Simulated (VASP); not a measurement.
PbS, 2 atoms in the cell. Symmetry: F-43m, No. 216, cubic system. The conventional cell has a = 6.648 Å, b = 6.648 Å, c = 6.648 Å, α = 90.00°, β = 90.00°, γ = 90.00°. Within 3.8 Å of Pb (site symmetry -43m) lie 4 S at 2.88 Å. Within 3.8 Å of S (site symmetry -43m) lie 4 Pb at 2.88 Å. 

```yaml
Program: VASP 6.6.1
Task: single point
Functional: HSE06
Potentials_or_basis: VASP PAW PBE potentials, release 64 (Pb_d, S)
Cutoff: 520 eV
k_mesh: 4 × 4 × 4
Occupations: gaussian, width 0.05 eV
Spin: no spin polarisation
Dipole_correction: no
Grid_for_exact_exchange_PRECFOCK: Normal
Further_INCAR_settings: ALGO = Normal; EDIFF = 1e-07; NBANDS = 17
Share_of_exact_exchange: 0.25
Screening_parameter: 0.2079 1/Å
```

Potentials or basis: VASP PAW PBE potentials, release 64 (Pb_d, S).

Run with:

```bash
$ cat potpaw_PBE.64/Pb_d/POTCAR potpaw_PBE.64/S/POTCAR > POTCAR
$ cp INCAR.step1 INCAR
$ mpirun -np 1 vasp_std > vasp.out
$ cp INCAR.step2 INCAR
$ mpirun -np 1 vasp_std > vasp.out
```

Hardware: 1 thread of Intel(R) Xeon(R) Platinum 8559C (Emerald Rapids), with other jobs on the host.

Q: Estimate the wall time of this run.

A: Run time: 17 min on 1 thread of Intel(R) Xeon(R) Platinum 8559C (Emerald Rapids) (shared host), peak memory 0.32 GiB. Counts: k points 8.
